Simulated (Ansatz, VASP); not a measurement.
## Two plane-wave programs on GaN

```
Ga N
1.0
     0.00000    2.10852    2.10852
     2.10852    0.00000    2.10852
     2.10852    2.10852    0.00000
Ga N
1 1
Cartesian
  2.1085 2.1085 2.1085
  0.0000 0.0000 0.0000
```

Alike in both runs: task single point; functional LDA; k mesh 8 × 8 × 8; no spin polarisation.

|  | VASP | Ansatz |
| --- | --- | --- |
| version | VASP 6.6.1 | Ansatz 0.2.0 |
| potentials or method | VASP PAW LDA potentials, release 64 (Ga_d, N_h) | plane waves |
| plane-wave cutoff (eV) | 1330 | 420 |
| occupations | gaussian, width 0.01 eV | fixed |
| valence electrons in the cell | 18 | 18 |

|  | VASP | Ansatz | Ansatz less VASP |
| --- | --- | --- | --- |
| gap on the k mesh at the Fermi level (eV) | 0.47 | 0.45 | -0.021 |
| pressure (GPa) | -4.9 | -6.1 | -1.16 |

LDA's correlation is that of Perdew and Zunger in VASP and of Perdew and Wang (1992) in Ansatz.
